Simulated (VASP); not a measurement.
# MgO (P4_132) in VASP: further runs

MgO is run at these levels: PBE; tasks: relaxation of cell and atoms.

All numbers are computed with VASP 6.6.1; they aren't measurements. Logs are shortened: lines on timing, memory, paths and dates and some standing lists are left out, and cuts for length are marked.

## 1. The cell of the first run

Symmetry: P4_132, No. 213, cubic system. Conventional cell: a = 5.216 Å, b = 5.216 Å, c = 5.216 Å, α = 90.00°, β = 90.00°, γ = 90.00°. Mg (site symmetry 32) has 3 O at 1.84 Å within 2.4 Å. O (site symmetry 32) has 3 Mg at 1.84 Å within 2.4 Å.

The cell was built from a structure type or drawn by symmetry, and may not be a known phase.

## 2. Relaxation of cell and atoms, PBE

File INCAR:

```
PREC = Accurate
ENCUT = 600
EDIFF = 1E-6
ISMEAR = 0
SIGMA = 0.1
LREAL = F
LASPH = T
NELM = 100
ALGO = Normal
ISIF = 3
LWAVE = F
LCHARG = F
GGA = PE
IBRION = 2
NSW = 90
EDIFFG = -0.04
```

File KPOINTS:

```
regular mesh
0
Gamma
  4 4 4
```

File POSCAR:

```
MgO
1.0
    5.2158006400      0.0000000000      0.0000000000
    0.0000000000      5.2158006400      0.0000000000
    0.0000000000      0.0000000000      5.2158006400
Mg O
4 4
Direct
    0.8750000000      0.8750000000      0.8750000000
    0.6250000000      0.1250000000      0.3750000000
    0.1250000000      0.3750000000      0.6250000000
    0.3750000000      0.6250000000      0.1250000000
    0.3750000000      0.3750000000      0.3750000000
    0.1250000000      0.6250000000      0.8750000000
    0.6250000000      0.8750000000      0.1250000000
    0.8750000000      0.1250000000      0.6250000000
```

Potentials or basis: VASP PAW PBE potentials, release 64 (Mg, O).

Launch:

```bash
$ cat potpaw_PBE.64/Mg/POTCAR potpaw_PBE.64/O/POTCAR > POTCAR
$ mpirun -np 1 vasp_std > vasp.out
```

OUTCAR:

```text
PREC = Accurate
   ENCUT = 600
   EDIFF = 1E-6
   ISMEAR = 0
   LREAL = F
   LASPH = T
   NELM = 100
   ISIF = 3
   GGA = PE
   IBRION = 2
   NSW = 90
   EDIFFG = -0.04

 ion  position               nearest neighbor table
   1  0.875  0.875  0.875-   6 1.84   7 1.84   8 1.84   4 3.19   3 3.19   3 3.19   4 3.19   2 3.19
                             2 3.19
   2  0.625  0.125  0.375-   5 1.84   7 1.84   8 1.84   4 3.19   3 3.19   4 3.19   3 3.19   1 3.19
                             1 3.19
   3  0.125  0.375  0.625-   5 1.84   6 1.84   8 1.84   2 3.19   1 3.19   1 3.19   2 3.19   4 3.19
                             4 3.19
   4  0.375  0.625  0.125-   5 1.84   6 1.84   7 1.84   2 3.19   1 3.19   2 3.19   1 3.19   3 3.19
                             3 3.19
   5  0.375  0.375  0.375-   2 1.84   3 1.84   4 1.84
   6  0.125  0.625  0.875-   1 1.84   3 1.84   4 1.84
   7  0.625  0.875  0.125-   1 1.84   2 1.84   4 1.84
   8  0.875  0.125  0.625-   1 1.84   2 1.84   3 1.84

  LATTYP: Found a simple cubic cell.
 ALAT       =     5.2158006400

  Lattice vectors:

 A1 = (   5.2158006400,   0.0000000000,   0.0000000000)
 A2 = (   0.0000000000,   5.2158006400,   0.0000000000)
 A3 = (   0.0000000000,   0.0000000000,   5.2158006400)

Analysis of symmetry for initial positions (statically):
=====================================================================
 Subroutine PRICEL returns:
 Original cell was already a primitive cell.

 Routine SETGRP: Setting up the symmetry group for a
 simple cubic supercell.

 Subroutine GETGRP returns: Found 24 space group operations
 (whereof  3 operations were pure point group operations)
 out of a pool of 48 trial point group operations.

The static configuration has the point symmetry C_3 .
 The point group associated with its full space group is O   .

Analysis of symmetry for dynamics (positions and initial velocities):
=====================================================================
 Subroutine PRICEL returns:
 Original cell was already a primitive cell.

 Routine SETGRP: Setting up the symmetry group for a
 simple cubic supercell.

 Subroutine GETGRP returns: Found 24 space group operations
 (whereof  3 operations were pure point group operations)
 out of a pool of 48 trial point group operations.

The dynamic configuration has the point symmetry C_3 .
 The point group associated with its full space group is O   .

 Subroutine INISYM returns: Found 24 space group operations
 (whereof  3 operations are pure point group operations),
 and found     1 'primitive' translations

----------------------------------------------------------------------------------------

                                     Primitive cell

  volume of cell :     141.8936

  direct lattice vectors                    reciprocal lattice vectors
     5.215800640  0.000000000  0.000000000     0.191725119  0.000000000  0.000000000
     0.000000000  5.215800640  0.000000000     0.000000000  0.191725119  0.000000000
     0.000000000  0.000000000  5.215800640     0.000000000  0.000000000  0.191725119

  length of vectors
     5.215800640  5.215800640  5.215800640     0.191725119  0.191725119  0.191725119

  position of ions in fractional coordinates (direct lattice)
     0.875000000  0.875000000  0.875000000
     0.625000000  0.125000000  0.375000000
     0.125000000  0.375000000  0.625000000
     0.375000000  0.625000000  0.125000000
     0.375000000  0.375000000  0.375000000
     0.125000000  0.625000000  0.875000000
     0.625000000  0.875000000  0.125000000
     0.875000000  0.125000000  0.625000000

  ion indices of the primitive-cell ions
   primitive index   ion index
                 1           1
                 2           2
                 3           3
                 4           4
                 5           5
                 6           6
                 7           7
                 8           8

----------------------------------------------------------------------------------------

 KPOINTS: regular mesh

Automatic generation of k-mesh.
 Grid dimensions read from file:
 generate k-points for:    4    4    4

 Generating k-lattice:

  Cartesian coordinates                     Fractional coordinates (reciprocal lattice)
     0.047931280  0.000000000  0.000000000     0.250000000  0.000000000  0.000000000
     0.000000000  0.047931280  0.000000000     0.000000000  0.250000000  0.000000000
     0.000000000  0.000000000  0.047931280     0.000000000  0.000000000  0.250000000

  Length of vectors
     0.047931280  0.047931280  0.047931280

  Shift w.r.t. Gamma in fractional coordinates (k-lattice)
     0.000000000  0.000000000  0.000000000

 Subroutine IBZKPT returns following result:
 ===========================================

 Found     10 irreducible k-points:

 Following reciprocal coordinates:
            Coordinates               Weight
  0.000000  0.000000  0.000000      1.000000
  0.250000  0.000000  0.000000      6.000000
  0.500000  0.000000  0.000000      3.000000
  0.250000  0.250000  0.000000     12.000000
  0.500000  0.250000  0.000000     12.000000
  0.500000  0.500000  0.000000      3.000000
  0.250000  0.250000  0.250000      8.000000
  0.500000  0.250000  0.250000     12.000000
  0.500000  0.500000  0.250000      6.000000
  0.500000  0.500000  0.500000      1.000000
   k-points           NKPTS =     10   k-points in BZ     NKDIM =     10   number of bands    NBANDS=     21
   number of dos      NEDOS =    301   number of ions     NIONS =      8
   total plane-waves  NPLWV =  74088
   dimension x,y,z NGX =    42 NGY =   42 NGZ =   42
   dimension x,y,z NGXF=    84 NGYF=   84 NGZF=   84
   ions per type =               4   4
   NGX,Y,Z   is equivalent  to a cutoff of  13.39, 13.39, 13.39 a.u.
   NGXF,Y,Z  is equivalent  to a cutoff of  26.77, 26.77, 26.77 a.u.
 SYSTEM =  unknown system
   PREC   = accura    normal or accurate (medium, high low for compatibility)
   ISTART =      0    job   : 0-new  1-cont  2-samecut
   ICHARG =      2    charge: 1-file 2-atom 10-const
   ISPIN  =      1    spin polarized calculation?
   LNONCOLLINEAR =      F non collinear calculations
   LSORBIT =      F    spin-orbit coupling
   LASPH  =      T    aspherical Exc in radial PAW
   ENCUT  =  600.0 eV  44.10 Ry    6.64 a.u.  10.42 10.42 10.42*2*pi/ulx,y,z
   NELM   =    100;   NELMIN=  2; NELMDL= -5     # of ELM steps
   EDIFF  = 0.1E-05   stopping-criterion for ELM
   LREAL  =      F    real-space projection
   EDIFFG = -.4E-01   stopping-criterion for IOM
   NSW    =     90    number of steps for IOM
   IBRION =      2    ionic relax: 0-MD 1-quasi-New 2-CG
   NFREE  =      1    steps in history (QN), initial steepest desc. (CG)
   ISIF   =      3    stress and relaxation
   ISYM   =      2    0-nonsym 1-usesym 2-fastsym
   POTIM  = 0.5000    time-step for ionic-motion
   TEBEG  =    0.0;   TEEND  =   0.0 temperature during run
   PSTRESS=    0.0 pullay stress
   NELECT =      32.0000    total number of electrons
   NUPDOWN=      -1.0000    fix difference up-down
   EMIN   =  10.00;   EMAX   =-10.00  energy-range for DOS
   EFERMI =   0.00;   METHOD = LEGACY
   ISMEAR =     0;   SIGMA  =   0.10  broadening in eV -4-tet -1-fermi 0-gaus
   EFERMI_NEDOS =   21; number of points for ismear=-14 and -15
   IALGO  =     38    algorithm
   IMIX   =      4    mixing-type and parameters
     AMIX     =   0.40;   BMIX     =  1.00
     AMIX_MAG =   1.60;   BMIX_MAG =  1.00
  volume/ion in A,a.u.               =      17.74       119.69
  Fermi-wavevector in a.u.,A,eV,Ry     =   0.996484  1.883082 13.510329  0.992981
  Thomas-Fermi vector in A             =   2.128576
   LORBIT       =      0    0 simple, 1 ext, 2 COOP (PROOUT), +10 PAW based schemes
   GGA     = PE    functional components
   LHFCALC =     F    Hartree Fock is set to
   AEXX    =    0.0000 exact exchange contribution
   IVDW    =     0    specifies the selected vdW correction
   LEPSILON=     F    determine dielectric tensor
   LRPA    =     F    only Hartree local field effects (RPA)
 conjugate gradient relaxation of ions
 non-spin polarized calculation
 Gauss-broadening in eV      SIGMA  =   0.10
  energy-cutoff  :      600.00
  volume of cell :      141.89
 maximum number of plane-waves:      4780
 NGX is ok and might be reduce to    42
   NGX = 21   NGY = 21   NGZ = 21

--------------------------------------- Ionic step        1  -------------------------------------------

 number of electron      32.0000025 magnetization

 Free energy of the ion-electron system (eV)
  ---------------------------------------------------
  ext. energy  EPLUGINS =         0.00000000
  ---------------------------------------------------
  free energy    TOTEN  =       -43.15889988 eV

  energy without entropy =      -43.15889988  energy(sigma->0) =      -43.15889988

------------------------ aborting loop because EDIFF is reached ----------------------------------------

  FORCE on cell =-STRESS in cart. coord.  units (eV):
  Direction    XX          YY          ZZ          XY          YZ          ZX
  --------------------------------------------------------------------------------------
  -------------------------------------------------------------------------------------
  Total        7.1499519      7.1499519      7.1499519     -0.0000000     -0.0000000     -0.0000000
  in kB       80.7329366     80.7329366     80.7329366     -0.0000000     -0.0000000     -0.0000000
  external PRESSURE =      80.7329366 kB  Pullay stress =       0.0000000 kB
[... 69 lines left out ...]
  energy  without entropy=      -43.4712932020  energy(sigma->0) =      -43.47129320

--------------------------------------- Ionic step        3  -------------------------------------------

 number of electron      31.9999956 magnetization

 Free energy of the ion-electron system (eV)
  ---------------------------------------------------
  ext. energy  EPLUGINS =         0.00000000
  ---------------------------------------------------
  free energy    TOTEN  =       -43.49794515 eV

  energy without entropy =      -43.49794515  energy(sigma->0) =      -43.49794515

 E-fermi :  -0.4335     XC(G=0):  -7.2495

 val. band max:       -0.8519006278   @ k =   0.0000   0.0000   0.0000
 cond. band min:       0.8896850972   @ k =   0.0000   0.0000   0.0000
 fundamental gap:      1.7415857249
 Fermi energy:        -0.4335356142

 k-point     1 :       0.0000    0.0000    0.0000
  band No.  band energies     occupation
      1     -16.9021      2.00000
      2     -16.5000      2.00000
      3     -16.5000      2.00000
      4     -16.5000      2.00000
      5      -3.3691      2.00000
      6      -3.3691      2.00000
[... 264 lines left out ...]
  FREE ENERGIE OF THE ION-ELECTRON SYSTEM (eV)
  ---------------------------------------------------
  free  energy   TOTEN  =       -43.4979451541 eV

  energy  without entropy=      -43.4979451541  energy(sigma->0) =      -43.49794515

 reached required accuracy - stopping structural energy minimisation
```

It took 2.6 min on 1 thread of Intel Xeon 8259CL, shared host; peak memory 0.28 GiB.

Results:

```yaml
Free_energy: -43.4979 eV
Relaxed_volume: 19.55 Å³/atom
Relaxed_cell: a = 5.388 Å, b = 5.388 Å, c = 5.388 Å, α = 90.00°, β = 90.00°, γ = 90.00°
Space_group_after_relaxing_to_0.1_Å: P4_132 (No. 213)
Energy_gained_by_relaxing: 42.4 meV/atom
Ionic_steps: 3
Pressure_after_relaxing: 0.0 GPa
Band_gap_on_the_k_mesh: 1.74 eV
```

Step by step:
| step | energy change (eV) | largest force (eV/Å) | pressure (GPa) | volume (Å³) |
| --- | --- | --- | --- | --- |
| 1 | 0.0000 | 0.0000 | 8.07 | 141.89 |
| 2 | -0.3124 | 0.0000 | -1.83 | 161.05 |
| 3 | -0.3390 | 0.0000 | 0.03 | 156.44 |

Final structure:
```cif
data_structure
_symmetry_space_group_name_H-M 'P 1'
_symmetry_Int_Tables_number 1
_cell_length_a 5.3882
_cell_length_b 5.3882
_cell_length_c 5.3882
_cell_angle_alpha 90.000
_cell_angle_beta 90.000
_cell_angle_gamma 90.000
_cell_volume 156.44
loop_
_atom_site_label
_atom_site_type_symbol
_atom_site_fract_x
_atom_site_fract_y
_atom_site_fract_z
_atom_site_occupancy
Mg1 Mg 0.87500 0.87500 0.87500 1
Mg2 Mg 0.62500 0.12500 0.37500 1
Mg3 Mg 0.12500 0.37500 0.62500 1
Mg4 Mg 0.37500 0.62500 0.12500 1
O1 O 0.37500 0.37500 0.37500 1
O2 O 0.12500 0.62500 0.87500 1
O3 O 0.62500 0.87500 0.12500 1
O4 O 0.87500 0.12500 0.62500 1
```

## 3. Relaxation of cell and atoms, PBE

This run uses another cell than the first one, of 19.60 Å³/atom.

File INCAR:

```
SYSTEM = MgO
  PREC = Accurate
  ENCUT = 600
  EDIFF = 1E-7
  ISMEAR = 0
  SIGMA = 0.02
  LREAL = .False.
  LASPH = .True.
  NELM = 100
  ALGO = Normal
  ISIF = 3
  LWAVE = .False.
  LCHARG = .False.
  GGA = PE
  IBRION = 2
  NSW = 100
  EDIFFG = -0.01
```

File KPOINTS:

```
regular mesh
0
Gamma
  6 6 6
  0 0 0
```

Changes to POSCAR since step 2:

```diff
@@ -2,5 +2,5 @@
 1.0
-    5.2158006400      0.0000000000      0.0000000000
-    0.0000000000      5.2158006400      0.0000000000
-    0.0000000000      0.0000000000      5.2158006400
+    5.3920322986      0.0000000000      0.0000000000
+    0.0000000000      5.3920322986      0.0000000000
+    0.0000000000      0.0000000000      5.3920322986
 Mg O
```

Potentials or basis: VASP PAW PBE potentials, release 64 (Mg, O).

Launch:

```bash
$ cat potpaw_PBE.64/Mg/POTCAR potpaw_PBE.64/O/POTCAR > POTCAR
$ mpirun -np 1 vasp_std > vasp.out
```

Run time: 4 min. Hardware: 1 thread of Intel Xeon 8259CL, shared host; peak memory 0.36 GiB.

Results (log left out):

| Quantity | Value |
| --- | --- |
| Free energy | -43.5137 eV |
| Relaxed volume | 19.53 Å³/atom |
| Relaxed cell | a = 5.386 Å, b = 5.386 Å, c = 5.386 Å, α = 90.00°, β = 90.00°, γ = 90.00° |
| Space group after relaxing (to 0.1 Å) | P4_132 (No. 213) |
| Energy gained by relaxing | 0.0 meV/atom |
| Ionic steps | 2 |
| Pressure after relaxing | 0.0 GPa |
| Band gap on the k mesh | 1.74 eV |

The path:
```csv
step,energy change (eV),largest force (eV/Å),pressure (GPa),volume (Å³)
1,0.0000,0.0000,-0.18,156.77
2,-0.0002,0.0000,0.04,156.27
```

Final structure:
```
Mg O
1.0
     5.38630    0.00000    0.00000
     0.00000    5.38630    0.00000
     0.00000    0.00000    5.38630
Mg O
4 4
Direct
  0.87500 0.87500 0.87500
  0.62500 0.12500 0.37500
  0.12500 0.37500 0.62500
  0.37500 0.62500 0.12500
  0.37500 0.37500 0.37500
  0.12500 0.62500 0.87500
  0.62500 0.87500 0.12500
  0.87500 0.12500 0.62500
```

Levels at points of the mesh, in eV from the valence-band top:
```csv
k point,band 13,band 14,band 15,band 16,band 17,band 18,band 19,band 20
"(0.00, 0.00, 0.00)",-0.94,-0.94,-0.94,0.00,1.74,5.74,5.74,5.74
"(0.50, 0.00, 0.00)",-1.06,-1.06,-0.44,-0.44,3.71,3.71,5.95,5.95
"(0.50, 0.50, 0.00)",-0.97,-0.97,-0.38,-0.38,4.79,4.79,4.92,4.92
"(0.50, 0.50, 0.50)",-0.81,-0.81,-0.81,-0.81,5.56,5.56,5.56,5.56
```
